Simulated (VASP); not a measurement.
Li2Se: single point with r2SCAN

Crystal: Li2Se.

```
CELL_PARAMETERS angstrom
0.00000 2.96322 2.96322
2.96322 0.00000 2.96322
2.96322 2.96322 0.00000
ATOMIC_POSITIONS crystal
Li 0.25000 0.25000 0.25000
Li 0.75000 0.75000 0.75000
Se 0.00000 0.00000 0.00000
```

| Quantity | Value |
| --- | --- |
| Program | VASP 6.6.1 |
| Task | single point |
| Functional | r2SCAN |
| Potentials or basis | VASP PAW PBE potentials, release 64 (Li_sv, Se) |
| Cutoff | 830 eV |
| k mesh | 6 × 6 × 6 |
| Occupations | gaussian, width 0.01 eV |
| Spin | no spin polarisation |
| Dipole correction | no |
| Further INCAR settings | ALGO = Normal; EDIFF = 1e-06; NBANDS = 13 |

| Item | Value |
| --- | --- |
| Pressure | 1.0 GPa |
| Band gap on the k mesh | 3.43 eV (least direct gap 4.32 eV) |

Levels at points of the mesh, in eV from the valence-band top:
```
           k point  band 3  band 4  band 5  band 6  band 7  band 8  band 9  band 10
(0.00, 0.00, 0.00)  -11.88    0.00    0.00    0.00    4.32    6.33    6.33     6.33
(0.50, 0.00, 0.00)  -11.47   -3.03   -0.55   -0.55    6.12    6.61    6.61     8.78
(0.50, 0.50, 0.00)  -11.35   -2.34   -1.52   -1.52    3.43    7.08   11.59    11.59
```

It took 44 s on 1 thread of Intel(R) Xeon(R) 6975P-C (Granite Rapids), with other jobs on the host, peak memory 0.26 GiB.

Caveat: the PAW data sets were made with another functional, which shifts forces and pressure a little. A k mesh can miss the band edges.
